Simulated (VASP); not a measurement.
# BeZn2Se3 (P1) in VASP: relaxation of cell and atoms with PBE

Aim: the relaxation of cell and atoms of BeZn2Se3 with PBE.

All numbers are computed with VASP 6.6.1; they aren't measurements. Logs are shortened: lines on timing, memory, paths and dates and some standing lists are left out, and cuts for length are marked.

**1. The cell of the first run**

The typed cell holds 12 atoms: a = 6.467 Å, b = 6.647 Å, c = 6.780 Å, α = 118.70°, β = 89.05°, γ = 86.41°.

**2. Relaxation of cell and atoms, PBE**

INCAR reads:

```
SYSTEM = BeZn2Se3
  PREC = Accurate
  ENCUT = 600
  EDIFF = 1E-6
  ISMEAR = 0
  SIGMA = 0.1
  LREAL = .FALSE.
  LASPH = .TRUE.
  NELM = 60
  ALGO = Normal
  ISIF = 3
  LWAVE = .FALSE.
  LCHARG = .FALSE.
  GGA = PE
  IBRION = 2
  NSW = 80
  EDIFFG = -0.025
```

KPOINTS reads:

```
regular mesh
0
G
  2 3 3
  0 0 0
```

POSCAR reads:

```
BeZn2Se3
1.0
    0.1999687079      0.1746542664      6.4611813569
    6.6437653476      0.0356367144      0.2100914655
   -3.2910203738      5.9278620304      0.0538660869
Be Zn Se
2 4 6
Direct
    0.4960051702      0.6809901259      0.3103748180
    0.4829047746      0.2954860722      0.6701951113
   -0.0063514393      0.3511653066      0.3476829349
   -0.0092874354      1.0084570324      0.6905992936
    0.0271899888      0.6579380478     -0.0176251630
    0.5198164985      0.0716831572      0.0471847191
    0.3580537484      0.3397267982      0.3727428562
    0.3812512482     -0.0497943550      0.6229177631
    0.3736378560      0.6412994876     -0.0062657193
    0.8690672030      0.6699139516      0.2752246853
    0.8450681564      0.3400427062      0.6953748138
    0.9126432305     -0.0069083307     -0.0084061130
```

Potentials or basis: VASP PAW PBE potentials, release 64 (Be, Zn, Se).

Launch:

```bash
$ cat potpaw_PBE.64/Be/POTCAR potpaw_PBE.64/Zn/POTCAR potpaw_PBE.64/Se/POTCAR > POTCAR
$ mpirun -np 1 vasp_std > vasp.out
```

OUTCAR:

```text
SYSTEM = BeZn2Se3
   PREC = Accurate
   ENCUT = 600
   EDIFF = 1E-6
   ISMEAR = 0
   LREAL = .FALSE.
   LASPH = .TRUE.
   NELM = 60
   ISIF = 3
   GGA = PE
   IBRION = 2
   NSW = 80
   EDIFFG = -0.025

 ion  position               nearest neighbor table
   1  0.496  0.681  0.310-   8 2.09   9 2.20  10 2.41
   2  0.483  0.295  0.670-   8 2.30   7 2.32   9 2.34  11 2.38
   3  0.994  0.351  0.348-   7 2.36  10 2.49  12 2.54  11 2.57
   4  0.991  0.008  0.691-  12 2.15  11 2.33   8 2.53  10 2.80
   5  0.027  0.658  0.982-  10 2.18   9 2.24  12 2.27  11 2.47
   6  0.520  0.072  0.047-   7 2.25  12 2.55   8 2.77
   7  0.358  0.340  0.373-   6 2.25   2 2.32   3 2.36
   8  0.381  0.950  0.623-   1 2.09   2 2.30   4 2.53   6 2.77
   9  0.374  0.641  0.994-   1 2.20   5 2.24   2 2.34
  10  0.869  0.670  0.275-   5 2.18   1 2.41   3 2.49   4 2.80
  11  0.845  0.340  0.695-   4 2.33   2 2.38   5 2.47   3 2.57
  12  0.913  0.993  0.992-   4 2.15   5 2.27   3 2.54   6 2.55

  LATTYP: Found a triclinic cell.
 ALAT       =     6.6471818384
 B/A-ratio  =     1.7378402007
 C/A-ratio  =     1.4703599658
 COS(alpha) =     0.0015828159
 COS(beta)  =     0.3884231492
 COS(gamma) =     0.8572758780

  Lattice vectors:

 A1 = (  -6.6437653476,  -0.0356367144,  -0.2100914655)
 A2 = (  -9.9347857214,   5.8922253160,  -0.1562253786)
 A3 = (  -3.5527136817,  -6.1381530112,  -6.7251389093)

Analysis of symmetry for initial positions (statically):
=====================================================================
 Subroutine PRICEL returns:
 Original cell was already a primitive cell.

 Routine SETGRP: Setting up the symmetry group for a
 triclinic supercell.

 Subroutine GETGRP returns: Found  1 space group operations
 (whereof  1 operations were pure point group operations)
 out of a pool of  2 trial point group operations.

The static configuration has the point symmetry C_1 .

Analysis of symmetry for dynamics (positions and initial velocities):
=====================================================================
 Subroutine PRICEL returns:
 Original cell was already a primitive cell.

 Routine SETGRP: Setting up the symmetry group for a
 triclinic supercell.

 Subroutine GETGRP returns: Found  1 space group operations
 (whereof  1 operations were pure point group operations)
 out of a pool of  2 trial point group operations.

The dynamic configuration has the point symmetry C_1 .

 Subroutine INISYM returns: Found  1 space group operations
 (whereof  1 operations are pure point group operations),
 and found     1 'primitive' translations

----------------------------------------------------------------------------------------

                                     Primitive cell

  volume of cell :     254.7887

  direct lattice vectors                    reciprocal lattice vectors
     0.199968708  0.174654266  6.461181357    -0.004880412 -0.004118272  0.155032826
     6.643765348  0.035636714  0.210091465     0.150287631  0.083499208 -0.006908383
    -3.291020374  5.927862030  0.053866087    -0.000759696  0.168314247 -0.004526244

  length of vectors
     6.466634064  6.647181838  6.780358760     0.155164286  0.172064568  0.168376809

  position of ions in fractional coordinates (direct lattice)
     0.496005170  0.680990126  0.310374818
     0.482904775  0.295486072  0.670195111
     0.993648561  0.351165307  0.347682935
     0.990712565  0.008457032  0.690599294
     0.027189989  0.657938048  0.982374837
     0.519816498  0.071683157  0.047184719
     0.358053748  0.339726798  0.372742856
     0.381251248  0.950205645  0.622917763
     0.373637856  0.641299488  0.993734281
     0.869067203  0.669913952  0.275224685
     0.845068156  0.340042706  0.695374814
     0.912643231  0.993091669  0.991593887

  ion indices of the primitive-cell ions
   primitive index   ion index
                 1           1
                 2           2
                 3           3
                 4           4
                 5           5
                 6           6
                 7           7
                 8           8
                 9           9
                10          10
                11          11
                12          12

----------------------------------------------------------------------------------------

 KPOINTS: regular mesh

Automatic generation of k-mesh.
 Grid dimensions read from file:
 generate k-points for:    2    3    3

 Generating k-lattice:

  Cartesian coordinates                     Fractional coordinates (reciprocal lattice)
    -0.002440206 -0.002059136  0.077516413     0.500000000  0.000000000  0.000000000
     0.050095877  0.027833069 -0.002302794     0.000000000  0.333333333  0.000000000
    -0.000253232  0.056104749 -0.001508748     0.000000000  0.000000000  0.333333333

  Length of vectors
     0.077582143  0.057354856  0.056125603

  Shift w.r.t. Gamma in fractional coordinates (k-lattice)
     0.000000000  0.000000000  0.000000000

 Subroutine IBZKPT returns following result:
 ===========================================

 Found     10 irreducible k-points:

 Following reciprocal coordinates:
            Coordinates               Weight
  0.000000  0.000000  0.000000      1.000000
  0.500000  0.000000  0.000000      1.000000
 -0.000000  0.333333  0.000000      2.000000
  0.500000  0.333333  0.000000      2.000000
  0.000000  0.000000  0.333333      2.000000
  0.500000  0.000000  0.333333      2.000000
 -0.000000  0.333333  0.333333      2.000000
  0.500000  0.333333  0.333333      2.000000
  0.000000 -0.333333  0.333333      2.000000
  0.500000 -0.333333  0.333333      2.000000
   k-points           NKPTS =     10   k-points in BZ     NKDIM =     10   number of bands    NBANDS=     52
   number of dos      NEDOS =    301   number of ions     NIONS =     12
   total plane-waves  NPLWV = 157464
   dimension x,y,z NGX =    54 NGY =   54 NGZ =   54
   dimension x,y,z NGXF=   108 NGYF=  108 NGZF=  108
   ions per type =               2   4   6
   NGX,Y,Z   is equivalent  to a cutoff of  13.88, 13.51, 13.24 a.u.
   NGXF,Y,Z  is equivalent  to a cutoff of  27.76, 27.01, 26.48 a.u.
 SYSTEM =  BeZn2Se3
   PREC   = accura    normal or accurate (medium, high low for compatibility)
   ISTART =      0    job   : 0-new  1-cont  2-samecut
   ICHARG =      2    charge: 1-file 2-atom 10-const
   ISPIN  =      1    spin polarized calculation?
   LNONCOLLINEAR =      F non collinear calculations
   LSORBIT =      F    spin-orbit coupling
   LASPH  =      T    aspherical Exc in radial PAW
   ENCUT  =  600.0 eV  44.10 Ry    6.64 a.u.  12.92 13.28 13.54*2*pi/ulx,y,z
   NELM   =     60;   NELMIN=  2; NELMDL= -5     # of ELM steps
   EDIFF  = 0.1E-05   stopping-criterion for ELM
   LREAL  =      F    real-space projection
   EDIFFG = -.3E-01   stopping-criterion for IOM
   NSW    =     80    number of steps for IOM
   IBRION =      2    ionic relax: 0-MD 1-quasi-New 2-CG
   NFREE  =      1    steps in history (QN), initial steepest desc. (CG)
   ISIF   =      3    stress and relaxation
   ISYM   =      2    0-nonsym 1-usesym 2-fastsym
   POTIM  = 0.5000    time-step for ionic-motion
   TEBEG  =    0.0;   TEEND  =   0.0 temperature during run
   PSTRESS=    0.0 pullay stress
   NELECT =      88.0000    total number of electrons
   NUPDOWN=      -1.0000    fix difference up-down
   EMIN   =  10.00;   EMAX   =-10.00  energy-range for DOS
   EFERMI =   0.00;   METHOD = LEGACY
   ISMEAR =     0;   SIGMA  =   0.10  broadening in eV -4-tet -1-fermi 0-gaus
   EFERMI_NEDOS =   21; number of points for ismear=-14 and -15
   IALGO  =     38    algorithm
   IMIX   =      4    mixing-type and parameters
     AMIX     =   0.40;   BMIX     =  1.00
     AMIX_MAG =   1.60;   BMIX_MAG =  1.00
  volume/ion in A,a.u.               =      21.23       143.28
  Fermi-wavevector in a.u.,A,eV,Ry     =   1.148618  2.170574 17.950489  1.319324
  Thomas-Fermi vector in A             =   2.285292
   LORBIT       =      0    0 simple, 1 ext, 2 COOP (PROOUT), +10 PAW based schemes
   GGA     = PE    functional components
   LHFCALC =     F    Hartree Fock is set to
   AEXX    =    0.0000 exact exchange contribution
   IVDW    =     0    specifies the selected vdW correction
   LEPSILON=     F    determine dielectric tensor
   LRPA    =     F    only Hartree local field effects (RPA)
 conjugate gradient relaxation of ions
 non-spin polarized calculation
 Gauss-broadening in eV      SIGMA  =   0.10
  energy-cutoff  :      600.00
  volume of cell :      254.79
 maximum number of plane-waves:      8532
 NGX is ok and might be reduce to    54
   NGX = 25   NGY = 27   NGZ = 27

--------------------------------------- Ionic step        1  -------------------------------------------

 number of electron      87.9999989 magnetization

 Free energy of the ion-electron system (eV)
  ---------------------------------------------------
  ext. energy  EPLUGINS =         0.00000000
  ---------------------------------------------------
  free energy    TOTEN  =       -38.73439349 eV

  energy without entropy =      -38.73439349  energy(sigma->0) =      -38.73439349

------------------------ aborting loop because EDIFF is reached ----------------------------------------

  FORCE on cell =-STRESS in cart. coord.  units (eV):
  Direction    XX          YY          ZZ          XY          YZ          ZX
  --------------------------------------------------------------------------------------
  -------------------------------------------------------------------------------------
  Total        7.4609997      8.0930942      5.0004637     -3.8021369     -6.2106844     -2.8043749
  in kB       46.9167061     50.8914809     31.4442162    -23.9088258    -39.0543987    -17.6346387
  external PRESSURE =      43.0841344 kB  Pullay stress =       0.0000000 kB
[... 119 lines left out ...]
  FREE ENERGIE OF THE ION-ELECTRON SYSTEM (eV)
  ---------------------------------------------------
  free  energy   TOTEN  =       -40.4238484189 eV

  energy  without entropy=      -40.4238484189  energy(sigma->0) =      -40.42384842

[... ionic steps 4 to 17 ...]

--------------------------------------- Ionic step       18  -------------------------------------------

 number of electron      88.0000003 magnetization

------------------------ aborting loop because EDIFF is reached ----------------------------------------

  FORCE on cell =-STRESS in cart. coord.  units (eV):
  Direction    XX          YY          ZZ          XY          YZ          ZX
  --------------------------------------------------------------------------------------
  -------------------------------------------------------------------------------------
  Total        0.0296292      0.0322323     -0.0189733      0.0240086     -0.0086904      0.0201950
  in kB        0.1849063      0.2011512     -0.1184064      0.1498299     -0.0542339      0.1260306
  external PRESSURE =       0.0892170 kB  Pullay stress =       0.0000000 kB
[... 77 lines left out ...]
  energy  without entropy=      -41.4842020408  energy(sigma->0) =      -41.48420204

--------------------------------------- Ionic step       20  -------------------------------------------

 number of electron      88.0000008 magnetization

 Free energy of the ion-electron system (eV)
  ---------------------------------------------------
  ext. energy  EPLUGINS =         0.00000000
  ---------------------------------------------------
  free energy    TOTEN  =       -41.48457328 eV

  energy without entropy =      -41.48457328  energy(sigma->0) =      -41.48457328

 E-fermi :   2.4585     XC(G=0):  -9.2479

 val. band max:        1.9916707621   @ k =   0.0000   0.0000   0.0000
 cond. band min:       3.8404771687   @ k =   0.0000   0.0000   0.0000
 fundamental gap:      1.8488064065
 Fermi energy:         2.4584633720

 k-point     1 :       0.0000    0.0000    0.0000
  band No.  band energies     occupation
      1     -11.3756      2.00000
      2     -10.4702      2.00000
      3     -10.2555      2.00000
      4     -10.2419      2.00000
      5     -10.2386      2.00000
      6     -10.2310      2.00000
[... 578 lines left out ...]
  FREE ENERGIE OF THE ION-ELECTRON SYSTEM (eV)
  ---------------------------------------------------
  free  energy   TOTEN  =       -41.4845732767 eV

  energy  without entropy=      -41.4845732767  energy(sigma->0) =      -41.48457328

 reached required accuracy - stopping structural energy minimisation
```

It took 26 min on 1 thread of Intel Xeon 6975P-C (Granite Rapids), shared host; peak memory 0.52 GiB.

What came out:

```
Free energy                           : -41.4846 eV
Relaxed volume                        : 21.41 Å³/atom
Relaxed cell                          : a = 6.450 Å, b = 6.779 Å, c = 6.786 Å, α = 120.01°, β = 89.97°, γ = 90.00°
Space group after relaxing (to 0.1 Å) : P31m (No. 157)
Energy gained by relaxing             : 229.2 meV/atom
Ionic steps                           : 20
Pressure after relaxing               : -0.1 GPa
Largest force after relaxing          : 0.020 eV/Å
Band gap on the k mesh                : 1.85 eV
```

Forces in eV/Å, atoms in the order of the input:
```
Be  -0.004 -0.014  0.005
Be  -0.001  0.000  0.001
Zn  -0.008 -0.005 -0.001
Zn  -0.011  0.008 -0.014
Zn  -0.001  0.015 -0.002
Zn   0.004 -0.003  0.003
Se   0.006 -0.004 -0.001
Se   0.011 -0.006  0.014
Se   0.001 -0.013  0.000
Se  -0.005  0.009  0.008
Se   0.001  0.002 -0.009
Se   0.006  0.012 -0.003
```

The path:
```tsv
step	energy change (eV)	largest force (eV/Å)	pressure (GPa)	volume (Å³)
1	0.0000	4.5194	4.31	254.79
2	-1.6885	0.8486	-3.13	276.16
3	-1.6895	0.8742	-2.94	275.19
4	-2.1594	0.7707	-0.68	262.18
5	-2.2415	0.9175	1.09	254.60
6	-2.4433	0.6646	0.51	255.60
7	-2.5026	0.7779	0.21	256.47
8	-2.6376	0.4598	-0.42	258.49
9	-2.6509	0.5495	-0.61	259.35
10	-2.7094	0.2704	0.28	255.59
11	-2.7147	0.2113	0.66	254.09
12	-2.7399	0.1158	-0.08	257.10
13	-2.7400	0.1179	-0.14	257.28
14	-2.7461	0.0791	-0.02	256.83
15	-2.7465	0.0940	0.03	256.67
16	-2.7487	0.0412	0.00	256.78
17	-2.7488	0.0423	-0.01	256.80
18	-2.7496	0.0304	0.01	256.73
19	-2.7498	0.0391	0.03	256.68
20	-2.7502	0.0195	-0.06	256.95
```

Final structure:
```xyz
12
Lattice="-0.0011 0.0030 6.4503 6.7790 -0.0020 0.0010 -3.3919 5.8772 0.0001" Properties=species:S:1:pos:R:3 pbc="T T T"
Be    3.3860    1.9681    3.2189
Be   -0.0046    3.9246    3.2202
Zn    1.1621    2.0014    0.0213
Zn    4.5493    3.8587    0.0254
Zn    1.0738    5.8667    0.0234
Zn    6.7735    0.0072    3.2252
Se    1.2070    2.1084    2.4950
Se   -2.1839    3.7853    2.4952
Se    4.3509    0.0076    2.4958
Se    3.3927    1.9529    5.4735
Se   -0.0002    3.9135    5.4754
Se    3.3893    5.8700    5.7023
```

Levels at points of the mesh, in eV from the valence-band top:
| k point | band 40 | band 41 | band 42 | band 43 | band 44 | band 45 | band 46 | band 47 | band 48 | band 49 |
| --- | --- | --- | --- | --- | --- | --- | --- | --- | --- | --- |
| (0.00, 0.00, 0.00) | -1.11 | -1.11 | -0.27 | 0.00 | 0.00 | 1.85 | 2.58 | 3.66 | 3.66 | 5.05 |
| (0.50, 0.00, 0.00) | -1.27 | -0.89 | -0.88 | -0.30 | -0.30 | 2.84 | 3.35 | 3.54 | 3.54 | 4.05 |

Caveat: the k points lie up to 0.49 Å⁻¹ apart in the final cell.
